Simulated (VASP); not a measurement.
Wanted: the native input for a VASP 6.6.1 run.

```yaml
Task: single point
Functional: r2SCAN
Potentials_or_basis: VASP PAW PBE potentials, release 64 (Ir_sv_GW)
Cutoff: 550 eV
k_mesh: 20 × 20 × 20
Occupations: gaussian, width 0.05 eV
Spin: no spin polarisation
Dipole_correction: no
Second_run: valence_matched
Further_INCAR_settings: ALGO = Normal; EDIFF = 1e-06; NBANDS = 14
```

Ir:

```
Ir
1.0
     0.00000    1.92205    1.92205
     1.92205    0.00000    1.92205
     1.92205    1.92205    0.00000
Ir
1
Direct
  0.00000 0.00000 0.00000
```

The input as run:

POSCAR

```
Ir
1.0
    0.0000000000      1.9220482168      1.9220482168
    1.9220482168      0.0000000000      1.9220482168
    1.9220482168      1.9220482168      0.0000000000
Ir
1
Direct
    0.0000000000      0.0000000000      0.0000000000
```

INCAR.step1

```
SYSTEM = Ir
PREC = Accurate
ENCUT = 550
ISMEAR = 0
SIGMA = 0.05
LREAL = .FALSE.
LASPH = .TRUE.
NELM = 120
NBANDS = 14
GGA = PE
ALGO = Normal
EDIFF = 1E-5
LWAVE = .TRUE.
LCHARG = .FALSE.
GGA_COMPAT = .FALSE.
```

INCAR.step2

```
SYSTEM = Ir
PREC = Accurate
ENCUT = 550
EDIFF = 1E-6
ISMEAR = 0
SIGMA = 0.05
LREAL = .FALSE.
LASPH = .TRUE.
NELM = 120
ALGO = Normal
ISIF = 2
LWAVE = .FALSE.
LCHARG = .TRUE.
METAGGA = R2SCAN
LMIXTAU = .TRUE.
LELF = .TRUE.
LVHAR = .TRUE.
NBANDS = 14
ISTART = 1
GGA_COMPAT = .FALSE.
```

KPOINTS

```
regular mesh
0
G
  20 20 20
  0 0 0
```

Potentials or basis: VASP PAW PBE potentials, release 64 (Ir_sv_GW).

The run is started by

```bash
$ cat potpaw_PBE.64/Ir_sv_GW/POTCAR > POTCAR
$ cp INCAR.step1 INCAR
$ mpirun -np 1 vasp_std > vasp.out
$ cp INCAR.step2 INCAR
$ mpirun -np 1 vasp_std > vasp.out
```

It gave:

```
Pressure : -2.2 GPa
```

Caveat: the PAW data sets were made with another functional, which shifts forces and pressure a little.

Wall time 98 s on 1 thread of Intel(R) Xeon(R) 6975P-C (Granite Rapids), with other jobs on the host, peak memory 0.2 GiB.
